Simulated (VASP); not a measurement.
# Cd2Hg3S5 in VASP: further runs

The runs below take Cd2Hg3S5 through single point, with PBE.

All numbers are computed with VASP 6.6.1; they aren't measurements. Logs are shortened: lines on timing, memory, paths and dates and some standing lists are left out, and cuts for length are marked.

## 1. The cell of the first run

The structure is tetragonal, space group I-4m2 (No. 119). The conventional cell has a = 4.220 Å, b = 4.220 Å, c = 29.799 Å, α = 90.00°, β = 90.00°, γ = 90.00°. Cd (site symmetry 2mm) has 4 S at 2.57 Å within 3.4 Å. Hg (site symmetry 2mm) has 4 S at 2.59 Å within 3.4 Å. Hg (site symmetry -4m2) has 4 S at 2.59 Å within 3.4 Å. S (site symmetry -4m2) has 4 Cd at 2.57 Å within 3.4 Å. S (site symmetry 2mm) has 2 Cd at 2.57 Å and 2 Hg at 2.59 Å within 3.4 Å. S (site symmetry 2mm) has 4 Hg at 2.59 Å within 3.4 Å.

## 2. Single point, PBE

Input file INCAR:

```
PREC     = Accurate       # precision mode
ENCUT    = 520            # plane-wave cutoff, eV
EDIFF    = 1E-6           # SCF threshold, eV
ISMEAR   = 0              # smearing method
SIGMA    = 0.2            # smearing width, eV
LREAL    = False          # projectors in reciprocal space
LASPH    = True           # aspherical terms in the spheres
NELM     = 80             # most SCF steps
ALGO     = Normal         # electronic algorithm
ISIF     = 2              # what is computed and relaxed
LWAVE    = False          # write WAVECAR
LCHARG   = False          # write CHGCAR
GGA      = PE             # functional
NBANDS   = 56             # bands
```

Input file KPOINTS:

```
regular mesh
0
Gamma
  6 6 6
```

Input file POSCAR:

```
Cd2Hg3S5
1.0
    0.0000000000     -4.2200643959      0.0000000000
    4.2200643959      0.0000000000      0.0000000000
   -2.1100321979      2.1100321979     14.8995920468
Cd Hg S
2 3 5
Direct
    0.7992490279      0.7992490279      0.5984980558
    0.2007509721      0.2007509721      0.4015019442
    0.6010608497      0.6010608497      0.2021216994
    0.0000000000      0.0000000000      0.0000000000
    0.3989391503      0.3989391503      0.7978783006
    0.2500000000      0.7500000000      0.5000000000
    0.6516353000      0.1516353000      0.3032706001
    0.0505241924      0.5505241924      0.1010483847
    0.4494758076      0.9494758076      0.8989516153
    0.8483647000      0.3483647000      0.6967293999
```

Potentials or basis: VASP PAW PBE potentials, release 64 (Cd, Hg, S).

On the command line:

```console
cat potpaw_PBE.64/Cd/POTCAR potpaw_PBE.64/Hg/POTCAR potpaw_PBE.64/S/POTCAR > POTCAR
mpirun -np 1 vasp_std > vasp.out
```

OUTCAR:

```text
PREC = Accurate
   ENCUT = 520
   EDIFF = 1E-6
   ISMEAR = 0
   LREAL = False
   LASPH = True
   NELM = 80
   ISIF = 2
   GGA = PE

 ion  position               nearest neighbor table
   1  0.799  0.799  0.598-  10 2.57  10 2.57   6 2.57   6 2.57
   2  0.201  0.201  0.402-   7 2.57   7 2.57   6 2.57   6 2.57
   3  0.601  0.601  0.202-   8 2.59   8 2.59   7 2.59   7 2.59
   4  0.000  0.000  0.000-   8 2.59   9 2.59   8 2.59   9 2.59
   5  0.399  0.399  0.798-   9 2.59   9 2.59  10 2.59  10 2.59
   6  0.250  0.750  0.500-   1 2.57   2 2.57   1 2.57   2 2.57
   7  0.652  0.152  0.303-   2 2.57   2 2.57   3 2.59   3 2.59
   8  0.051  0.551  0.101-   4 2.59   4 2.59   3 2.59   3 2.59
   9  0.449  0.949  0.899-   4 2.59   4 2.59   5 2.59   5 2.59
  10  0.848  0.348  0.697-   1 2.57   1 2.57   5 2.59   5 2.59

  LATTYP: Found a body centered tetragonal cell.
 ALAT       =     4.2200643959
 C/A-ratio  =     7.0613102782

  Lattice vectors:

 A1 = (  -2.1100321980,  -2.1100321979, -14.8995920468)
 A2 = (   2.1100321979,   2.1100321980, -14.8995920468)
 A3 = (   2.1100321980,  -2.1100321980,  14.8995920468)

Analysis of symmetry for initial positions (statically):
=====================================================================
 Subroutine PRICEL returns:
 Original cell was already a primitive cell.

 Routine SETGRP: Setting up the symmetry group for a
 body centered tetragonal supercell.

 Subroutine GETGRP returns: Found  8 space group operations
 (whereof  8 operations were pure point group operations)
 out of a pool of 16 trial point group operations.

The static configuration has the point symmetry D_2d.

Analysis of symmetry for dynamics (positions and initial velocities):
=====================================================================
 Subroutine PRICEL returns:
 Original cell was already a primitive cell.

 Routine SETGRP: Setting up the symmetry group for a
 body centered tetragonal supercell.

 Subroutine GETGRP returns: Found  8 space group operations
 (whereof  8 operations were pure point group operations)
 out of a pool of 16 trial point group operations.

The dynamic configuration has the point symmetry D_2d.

 Subroutine INISYM returns: Found  8 space group operations
 (whereof  8 operations are pure point group operations),
 and found     1 'primitive' translations

----------------------------------------------------------------------------------------

                                     Primitive cell

  volume of cell :     265.3460

  direct lattice vectors                    reciprocal lattice vectors
     0.000000000 -4.220064396  0.000000000     0.000000000 -0.236963209  0.033557966
     4.220064396  0.000000000  0.000000000     0.236963209  0.000000000  0.033557966
    -2.110032198  2.110032198 14.899592047     0.000000000  0.000000000  0.067115932

  length of vectors
     4.220064396  4.220064396 15.195470210     0.239327598  0.239327598  0.067115932

  position of ions in fractional coordinates (direct lattice)
     0.799249028  0.799249028  0.598498056
     0.200750972  0.200750972  0.401501944
     0.601060850  0.601060850  0.202121699
     0.000000000  0.000000000  0.000000000
     0.398939150  0.398939150  0.797878301
     0.250000000  0.750000000  0.500000000
     0.651635300  0.151635300  0.303270600
     0.050524192  0.550524192  0.101048385
     0.449475808  0.949475808  0.898951615
     0.848364700  0.348364700  0.696729400

  ion indices of the primitive-cell ions
   primitive index   ion index
                 1           1
                 2           2
                 3           3
                 4           4
                 5           5
                 6           6
                 7           7
                 8           8
                 9           9
                10          10

----------------------------------------------------------------------------------------

 KPOINTS: regular mesh

Automatic generation of k-mesh.
 Grid dimensions read from file:
 generate k-points for:    6    6    6

 Generating k-lattice:

  Cartesian coordinates                     Fractional coordinates (reciprocal lattice)
     0.000000000 -0.039493868  0.005592994     0.166666667  0.000000000 -0.000000000
     0.039493868  0.000000000  0.005592994     0.000000000  0.166666667 -0.000000000
     0.000000000  0.000000000  0.011185989     0.000000000  0.000000000  0.166666667

  Length of vectors
     0.039887933  0.039887933  0.011185989

  Shift w.r.t. Gamma in fractional coordinates (k-lattice)
     0.000000000  0.000000000  0.000000000

 Subroutine IBZKPT returns following result:
 ===========================================

 Found     30 irreducible k-points:

 Following reciprocal coordinates:
            Coordinates               Weight
  0.000000  0.000000  0.000000      1.000000
  0.166667  0.000000  0.000000      8.000000
  0.333333  0.000000  0.000000      8.000000
  0.500000  0.000000 -0.000000      4.000000
  0.166667  0.166667  0.000000      8.000000
  0.333333  0.166667  0.000000     16.000000
[... 16 lines left out ...]
 -0.333333  0.333333  0.166667      8.000000
  0.500000  0.500000  0.166667      4.000000
 [... further k-points ...]
   k-points           NKPTS =     30   k-points in BZ     NKDIM =     30   number of bands    NBANDS=     56
   number of dos      NEDOS =    301   number of ions     NIONS =     10
   total plane-waves  NPLWV = 122880
   dimension x,y,z NGX =    32 NGY =   32 NGZ =  120
   dimension x,y,z NGXF=    64 NGYF=   64 NGZF=  240
   ions per type =               2   3   5
   NGX,Y,Z   is equivalent  to a cutoff of  12.61, 12.61, 13.13 a.u.
   NGXF,Y,Z  is equivalent  to a cutoff of  25.21, 25.21, 26.26 a.u.
 SYSTEM =  unknown system
   PREC   = accura    normal or accurate (medium, high low for compatibility)
   ISTART =      0    job   : 0-new  1-cont  2-samecut
   ICHARG =      2    charge: 1-file 2-atom 10-const
   ISPIN  =      1    spin polarized calculation?
   LNONCOLLINEAR =      F non collinear calculations
   LSORBIT =      F    spin-orbit coupling
   LASPH  =      T    aspherical Exc in radial PAW
   ENCUT  =  520.0 eV  38.22 Ry    6.18 a.u.   7.85  7.85 28.25*2*pi/ulx,y,z
   NELM   =     80;   NELMIN=  2; NELMDL= -5     # of ELM steps
   EDIFF  = 0.1E-05   stopping-criterion for ELM
   LREAL  =      F    real-space projection
   EDIFFG = 0.1E-04   stopping-criterion for IOM
   NSW    =      0    number of steps for IOM
   IBRION =     -1    ionic relax: 0-MD 1-quasi-New 2-CG
   NFREE  =      0    steps in history (QN), initial steepest desc. (CG)
   ISIF   =      2    stress and relaxation
   ISYM   =      2    0-nonsym 1-usesym 2-fastsym
   POTIM  = 0.5000    time-step for ionic-motion
   TEBEG  =    0.0;   TEEND  =   0.0 temperature during run
   PSTRESS=    0.0 pullay stress
   NELECT =      90.0000    total number of electrons
   NUPDOWN=      -1.0000    fix difference up-down
   EMIN   =  10.00;   EMAX   =-10.00  energy-range for DOS
   EFERMI =   0.00;   METHOD = LEGACY
   ISMEAR =     0;   SIGMA  =   0.20  broadening in eV -4-tet -1-fermi 0-gaus
   EFERMI_NEDOS =   21; number of points for ismear=-14 and -15
   IALGO  =     38    algorithm
   IMIX   =      4    mixing-type and parameters
     AMIX     =   0.40;   BMIX     =  1.00
     AMIX_MAG =   1.60;   BMIX_MAG =  1.00
  volume/ion in A,a.u.               =      26.53       179.06
  Fermi-wavevector in a.u.,A,eV,Ry     =   1.141699  2.157498 17.734865  1.303476
  Thomas-Fermi vector in A             =   2.278398
   LORBIT       =      0    0 simple, 1 ext, 2 COOP (PROOUT), +10 PAW based schemes
   GGA     = PE    functional components
   LHFCALC =     F    Hartree Fock is set to
   AEXX    =    0.0000 exact exchange contribution
   IVDW    =     0    specifies the selected vdW correction
   LEPSILON=     F    determine dielectric tensor
   LRPA    =     F    only Hartree local field effects (RPA)
 non-spin polarized calculation
 Gauss-broadening in eV      SIGMA  =   0.20
  energy-cutoff  :      520.00
  volume of cell :      265.35
 maximum number of plane-waves:      7184
   NGX = 15   NGY = 15   NGZ = 57

 number of electron      90.0000009 magnetization

 Free energy of the ion-electron system (eV)
  ---------------------------------------------------
  ext. energy  EPLUGINS =         0.00000000
  ---------------------------------------------------
  free energy    TOTEN  =       -25.93694961 eV

  energy without entropy =      -25.93295683  energy(sigma->0) =      -25.93495322

 E-fermi :   1.4712     XC(G=0):  -8.9480

 val. band max:        1.3141547497   @ k =   0.0000   0.0000   0.0000
 cond. band min:       1.6357153040   @ k =   0.0000   0.0000   0.1667
 fundamental gap:      0.3215605543
 Fermi energy:         1.4711753100

 k-point     1 :       0.0000    0.0000    0.0000
  band No.  band energies     occupation
      1     -11.3037      2.00000
      2     -11.0947      2.00000
      3     -11.0276      2.00000
      4     -10.7733      2.00000
      5     -10.7122      2.00000
      6      -6.5421      2.00000
[... 48 lines left out ...]
     55       7.5254      0.00000
     56       7.5257      0.00000

 k-point     2 :       0.1667    0.0000    0.0000
  band No.  band energies     occupation
      1     -11.2303      2.00000
      2     -11.0519      2.00000
      3     -10.9738      2.00000
      4     -10.7732      2.00000
      5     -10.7040      2.00000
      6      -6.5318      2.00000
[... 48 lines left out ...]
     55       7.1050      0.00000
     56       7.7007      0.00000

 k-point     3 :       0.3333    0.0000    0.0000
  band No.  band energies     occupation
      1     -11.0568      2.00000
      2     -10.9467      2.00000
      3     -10.8708      2.00000
      4     -10.7870      2.00000
      5     -10.7089      2.00000
      6      -6.5055      2.00000
[... 1172 lines left out ...]
 k-point    23 :      -0.3333    0.3333    0.1667
  band No.  band energies     occupation
      1     -10.8782      2.00000
      2     -10.8133      2.00000
      3     -10.7585      2.00000
      4     -10.7282      2.00000
      5     -10.6613      2.00000
      6      -6.4187      2.00000
[... 48 lines left out ...]
     55       6.9760      0.00000
     56       7.6358      0.00000

 k-point    24 :       0.5000    0.5000    0.1667
  band No.  band energies     occupation
      1     -10.7451      2.00000
      2     -10.7451      2.00000
      3     -10.6834      2.00000
      4     -10.6827      2.00000
      5     -10.6251      2.00000
      6      -6.3820      2.00000
[... 48 lines left out ...]
     55       6.6071      0.00000
     56       8.1821      0.00000

 [... further k-points ...]

------------------------ aborting loop because EDIFF is reached ----------------------------------------

  FORCE on cell =-STRESS in cart. coord.  units (eV):
  Direction    XX          YY          ZZ          XY          YZ          ZX
  --------------------------------------------------------------------------------------
  -------------------------------------------------------------------------------------
  Total        0.4487798      0.4487798      0.4100590      0.0000000     -0.0000000      0.0000000
  in kB        2.7097630      2.7097630      2.4759645      0.0000000     -0.0000000      0.0000000
  external PRESSURE =       2.6318302 kB  Pullay stress =       0.0000000 kB

 VOLUME and BASIS-vectors are now :
 -----------------------------------------------------------------------------
  energy-cutoff  :      520.00
  volume of cell :      265.35
      direct lattice vectors                 reciprocal lattice vectors
     0.000000000 -4.220064396  0.000000000     0.000000000 -0.236963209  0.033557966
     4.220064396  0.000000000  0.000000000     0.236963209  0.000000000  0.033557966
    -2.110032198  2.110032198 14.899592047     0.000000000  0.000000000  0.067115932

 POSITION                                       TOTAL-FORCE (eV/Angst)
 -----------------------------------------------------------------------------------
      2.11003     -2.11003      8.91738         0.000000     -0.000000      0.000232
      0.00000     -0.00000      5.98222        -0.000000      0.000000     -0.000232
      2.11003     -2.11003      3.01153         0.000000     -0.000000      0.000038
      0.00000      0.00000      0.00000         0.000000      0.000000     -0.000000
      0.00000     -0.00000     11.88806        -0.000000      0.000000     -0.000038
      2.11003     -0.00000      7.44980         0.000000      0.000000     -0.000000
     -0.00000     -2.11003      4.51861        -0.000000      0.000000     -0.001445
      2.11003     -0.00000      1.50558        -0.000000      0.000000     -0.000022
      2.11003      0.00000     13.39401         0.000000     -0.000000      0.000022
      0.00000     -2.11003     10.38098         0.000000     -0.000000      0.001445
 -----------------------------------------------------------------------------------
    total drift:                                0.000001      0.000001     -0.000000

  FREE ENERGIE OF THE ION-ELECTRON SYSTEM (eV)
  ---------------------------------------------------
  free  energy   TOTEN  =       -25.9369496060 eV

  energy  without entropy=      -25.9329568309  energy(sigma->0) =      -25.93495322
```

Wall time 26 min (1 thread of Intel Xeon 8259CL, shared host); peak memory 0.58 GiB.

What came out:

```
Free energy            : -25.9369 eV
Pressure               : 0.3 GPa
Band gap on the k mesh : 0.03 eV
```

Levels at points of the mesh, in eV from the valence-band top:
```tsv
k point	band 43	band 44	band 45	band 46	band 47	band 48
(0.00, 0.00, 0.00)	-0.04	0.00	0.00	0.03	2.13	2.36
(0.50, 0.00, 0.00)	-0.73	-0.70	-0.70	1.90	2.17	2.43
(0.50, 0.50, 0.00)	-1.96	-1.96	-1.95	3.28	3.45	3.52
(0.00, 0.00, 0.50)	-0.38	-0.11	-0.11	0.93	1.33	3.02
```

Caveat: the smearing spreads over this small gap; spin-orbit coupling is left out, which moves the levels of the heavy elements. A k mesh can miss the band edges.

## 3. Single point, PBE

Input file INCAR:

```
SYSTEM = Cd2Hg3S5
PREC     = Accurate       ! precision mode
ENCUT    = 520            ! plane-wave cutoff, eV
EDIFF    = 1E-6           ! SCF threshold, eV
ISMEAR   = 0              ! smearing method
SIGMA    = 0.2            ! smearing width, eV
LREAL    = .False.        ! projectors in reciprocal space
LASPH    = .True.         ! aspherical terms in the spheres
NELM     = 60             ! most SCF steps
ALGO     = Fast           ! electronic algorithm
ISIF     = 2              ! what is computed and relaxed
LWAVE    = .False.        ! write WAVECAR
LCHARG   = .False.        ! write CHGCAR
GGA      = PE             ! functional
NBANDS   = 56             ! bands
KPAR     = 4
```

Input file KPOINTS:

```
Automatic mesh
0
Gamma
  6 6 6
  0 0 0
```

Input file POSCAR:

```
Cd2Hg3S5
1.0
   -0.0002773000     -4.2227105134     -0.0004990376
    4.2227662075      0.0002816253     -0.0007284222
   -2.1133858584      2.1127329286     14.8819936162
Cd Hg S
2 3 5
Direct
    0.7992421990      0.7996359119      0.5984838520
    0.2006668068      0.2010153025      0.4015317916
    0.6008512550      0.6016716257      0.2021509816
    0.0004946620      0.0002756905     -0.0000063160
    0.3988104171      0.3971591629      0.7978396250
    0.2499361391      0.7503354408      0.5000021744
    0.6514318496      0.1520984330      0.3032087096
    0.0503868521      0.5506739605      0.1010662771
    0.4498203108      0.9484107921      0.8989353637
    0.8483595086      0.3487236799      0.6967875411
```

Potentials or basis: VASP PAW PBE potentials, release 64 (Cd, Hg, S).

On the command line:

```console
cat potpaw_PBE.64/Cd/POTCAR potpaw_PBE.64/Hg/POTCAR potpaw_PBE.64/S/POTCAR > POTCAR
mpirun -np 4 vasp_std > vasp.out
```

It took 7.7 min on 4 MPI ranks of Oxide Virtual Turin-like, shared host; peak memory 1.3 GiB.

It converged, with:

- Free energy: -25.9369 eV
- Pressure: 0.3 GPa
- Largest force: 0.009 eV/Å
- Band gap on the k mesh: 0.03 eV

Forces in eV/Å, atoms in the order of the input:
```
Cd  -0.002  0.000  0.005
Cd   0.000  0.000 -0.006
Hg  -0.002 -0.001 -0.004
Hg  -0.001 -0.001  0.001
Hg   0.002 -0.001  0.005
S    0.000  0.000  0.000
S    0.000 -0.001  0.009
S    0.000  0.001 -0.002
S    0.002  0.002  0.001
S    0.000  0.001 -0.008
```

Levels at points of the mesh, in eV from the valence-band top:
```
           k point  band 41  band 42  band 43  band 44  band 45  band 46  band 47  band 48  band 49  band 50
(0.00, 0.00, 0.00)    -0.71    -0.71    -0.03     0.00     0.00     0.03     2.13     2.36     3.31     3.54
(0.50, 0.00, 0.00)    -1.02    -0.82    -0.74    -0.70    -0.70     1.90     2.18     2.43     3.28     3.37
(0.00, 0.50, 0.00)    -1.02    -0.82    -0.74    -0.70    -0.70     1.90     2.18     2.44     3.28     3.37
(0.50, 0.50, 0.00)    -2.07    -1.96    -1.96    -1.95    -1.94     3.29     3.46     3.53     3.53     3.88
(0.00, 0.00, 0.50)    -0.81    -0.39    -0.39    -0.11    -0.11     0.93     1.33     3.02     3.09     3.51
(0.50, 0.00, 0.50)    -1.02    -0.81    -0.74    -0.70    -0.70     1.90     2.18     2.43     3.28     3.37
(0.00, 0.50, 0.50)    -1.02    -0.81    -0.74    -0.70    -0.70     1.90     2.18     2.43     3.28     3.37
(0.50, 0.50, 0.50)    -2.07    -1.96    -1.96    -1.95    -1.94     3.29     3.46     3.53     3.53     3.88
```

Caveat: the smearing spreads over this small gap; spin-orbit coupling is left out, which moves the levels of the heavy elements. A k mesh can miss the band edges.

The gap in the log of VASP goes by the Fermi energy; the results here count the filled bands.